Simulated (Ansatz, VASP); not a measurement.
**K in VASP and in Ansatz**

```xyz
2
Lattice="0.0000 4.8104 4.8104 4.8104 0.0000 4.8104 4.8104 4.8104 0.0000" Properties=species:S:1:pos:R:3 pbc="T T T"
K     4.8104    4.8104    4.8104
K     7.2157    7.2157    7.2157
```

Alike in both runs: task relaxation of cell and atoms; functional PBE; k mesh 10 × 10 × 10; occupations gaussian, width 0.1 eV; no spin polarisation.

|  | VASP | Ansatz |
| --- | --- | --- |
| version | VASP 6.6.1 | Ansatz 0.2.0 |
| potentials or method | VASP PAW PBE potentials, release 64 (K_sv), cutoff 600 eV | scalar-relativistic, plane waves, PAW |
| valence electrons in the cell | 18 | 18 |

```tsv
	VASP	Ansatz	Ansatz less VASP
gap on the k mesh at the Fermi level, each at its own relaxed structure (eV)	none	none	-
relaxed volume (Å³/atom)	111.32	111.32	0.000
relaxed cell length with the largest relative difference (Å)	6.803	6.803	0.0000
```

A gap of «none» marks a metal or a gap that the smearing closes.

Noted on VASP's run: the relaxation stopped at its first step, so nothing moved.
